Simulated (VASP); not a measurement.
Wanted: the native input for a VASP 6.6.1 run.

```
Task                   : single point
Functional             : PBE
Potentials or basis    : VASP PAW PBE potentials, release 64 (Si)
Cutoff                 : 500 eV
k mesh                 : 43 × 43 × 43
Occupations            : fermi-dirac, width 0.0612256 eV
Spin                   : no spin polarisation
Dipole correction      : no
Further INCAR settings : ALGO = Normal; EDIFF = 1e-06; NBANDS = 8
```

The structure of Si lies in POSCAR:

```
Si
1.0
    2.5486696328      0.0000000000      0.0000000000
    0.0000000000      2.5486696328      0.0000000000
    0.0000000000      0.0000000000      2.5486696328
Si
1
Direct
    0.0000000000      0.0000000000      0.0000000000
```

This isn't the form of Si at room conditions, which is diamond.

These files were run (other wordings do the same):

INCAR

```
  ALGO = Normal
  EDIFF = 1E-6
  ENCUT = 500
  GGA = PE
  GGA_COMPAT = False
  ISIF = 2
  ISMEAR = -1
  LASPH = True
  LCHARG = True
  LELF = True
  LREAL = False
  LVHAR = True
  LWAVE = False
  NBANDS = 8
  NELM = 120
  PREC = Accurate
  SIGMA = 0.06122561905347299
```

KPOINTS

```
k-points
0
Gamma
  43 43 43
```

Potentials or basis: VASP PAW PBE potentials, release 64 (Si).

Command:

```sh
$ cat potpaw_PBE.64/Si/POTCAR > POTCAR
$ mpirun -np 1 vasp_std > vasp.out
```

It gave:

The pressure is -2.0 GPa. The band gap on the k mesh is zero (bands 2 and 3 overlap by 10.13 eV).

It took 120 s on 1 thread of Intel(R) Xeon(R) Platinum 8488C (Sapphire Rapids), on a shared host, peak memory 0.3 GiB.
